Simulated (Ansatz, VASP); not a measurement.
**Two plane-wave programs on PtS2**

INCAR

```
SYSTEM = PtS2
PREC     = Accurate       ! precision mode
ENCUT    = 520            ! plane-wave cutoff, eV
EDIFF    = 1E-6           ! SCF threshold, eV
ISMEAR   = 0              ! smearing method
SIGMA    = 0.05           ! smearing width, eV
LREAL    = .False.        ! projectors in reciprocal space
LASPH    = .True.         ! aspherical terms in the spheres
NELM     = 60             ! most SCF steps
ALGO     = Normal         ! electronic algorithm
ISIF     = 2              ! what is computed and relaxed
LWAVE    = .False.        ! write WAVECAR
LCHARG   = .False.        ! write CHGCAR
GGA      = PE             ! functional
NBANDS   = 18             ! bands
```

File KPOINTS:

```
Automatic mesh
0
Gamma
  12 12 8
  0 0 0
```

The input POSCAR:

```
PtS2
1.0
    3.5431994758      0.0000000000      0.0000000000
   -1.7715997379      3.0685007567      0.0000000000
    0.0000000000      0.0000000000      5.0388000000
Pt S
1 2
Direct
    0.0196742217      0.0144025299      0.0000000000
    0.3333333333      0.6666666667      0.2500000000
    0.6666666667      0.3333333333      0.7500000000
```

Input for Ansatz:

```yaml
crystal:
  lattice:
    - [3.5431994758, 0.0, 0.0]
    - [-1.7715997379, 3.0685007567, 0.0]
    - [0.0, 0.0, 5.0388]
  atoms:
    - { symbol: Pt, position: [0.0196742217, 0.0144025299, 0.0] }
    - { symbol: S, position: [0.3333333333, 0.6666666667, 0.25] }
    - { symbol: S, position: [0.6666666667, 0.3333333333, 0.75] }
basis:
  ecutwfc: 420
kpoints:
  mp_grid: { grid: [12, 12, 8] }
hamiltonian:
  xc: pbe
scf:
  occupations: { method: gaussian, width: 0.05 }
output:
  forces: true
  stress: true
  eigenvalues: true
```

Change from the starting cell: all Pt atoms moved +0.062 Å, as atom 1 along Cartesian [1 1 0].

Alike in both runs: task single point; functional PBE; k mesh 12 × 12 × 8; occupations gaussian, width 0.05 eV; no spin polarisation.

```csv
,VASP,Ansatz
version,VASP 6.6.1,Ansatz 0.2.0
potentials or method,"VASP PAW PBE potentials, release 64 (Pt, S), cutoff 520 eV","scalar-relativistic, plane waves, PAW"
valence electrons in the cell,22,30
```

```tsv
	VASP	Ansatz	Ansatz less VASP
gap on the k mesh at the Fermi level (eV)	0.57	0.57	-0.001
least direct gap on the mesh (eV)	0.80	0.79	-0.009
pressure (GPa)	2.2	2.6	+0.45
traceless stress, the component that is largest in VASP (GPa)	-1.79	-1.91	-0.129
rms of the force components (eV/Å)	0.440	0.435	-0.0046
```

Atom by atom the forces differ by 0.019 eV/Å (rms over components). VASP's potentials hold 22 valence electrons a cell and Ansatz's 30, so a difference there can come from the potentials and not from the codes.

Neither program's run includes spin-orbit coupling.
